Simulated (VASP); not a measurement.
Here is a VASP 6.6.1 calculation.

File POSCAR:

```
GaN
1.0
    0.0000000000      2.1506855390      2.1506855390
    2.1506855390      0.0000000000      2.1506855390
    2.1506855390      2.1506855390      0.0000000000
Ga N
1 1
Direct
    0.0000000000      0.0000000000      0.0000000000
    0.5000000000      0.5000000000      0.5000000000
```

File INCAR.step1:

```
SYSTEM = GaN
PREC = Accurate
ENCUT = 520
ISMEAR = 0
SIGMA = 0.01
LREAL = .False.
LASPH = .True.
NELM = 60
NBANDS = 16
GGA = PE
ALGO = Normal
EDIFF = 1E-4
LWAVE = .True.
LCHARG = .False.
```

The input INCAR.step2:

```
SYSTEM = GaN
PREC = Accurate
ENCUT = 520
EDIFF = 1E-7
ISMEAR = 0
SIGMA = 0.01
LREAL = .False.
LASPH = .True.
NELM = 60
ALGO = Normal
ISIF = 2
LWAVE = .False.
LCHARG = .True.
METAGGA = R2SCAN
LMIXTAU = .True.
LELF = .True.
LVHAR = .True.
NBANDS = 16
ISTART = 1
```

File KPOINTS:

```
regular mesh
0
Gamma
  10 10 10
  0 0 0
```

Potentials or basis: VASP PAW PBE potentials, release 64 (Ga_d, N).

Command:

```sh
$ cat potpaw_PBE.64/Ga_d/POTCAR potpaw_PBE.64/N/POTCAR > POTCAR
$ cp INCAR.step1 INCAR
$ mpirun -np 1 vasp_std > vasp.out
$ cp INCAR.step2 INCAR
$ mpirun -np 1 vasp_std > vasp.out
```

Question: Estimate the pressure.

Answer: -11.8 GPa.

Question: Predict the band gap on the k mesh.

Answer: 0.78 eV, indirect (least direct gap 2.64 eV).

Caveat: the cell differs from its parent crystal (strain +2.0%); the PAW data sets were made with another functional, which shifts forces and pressure a little. A k mesh can miss the band edges.
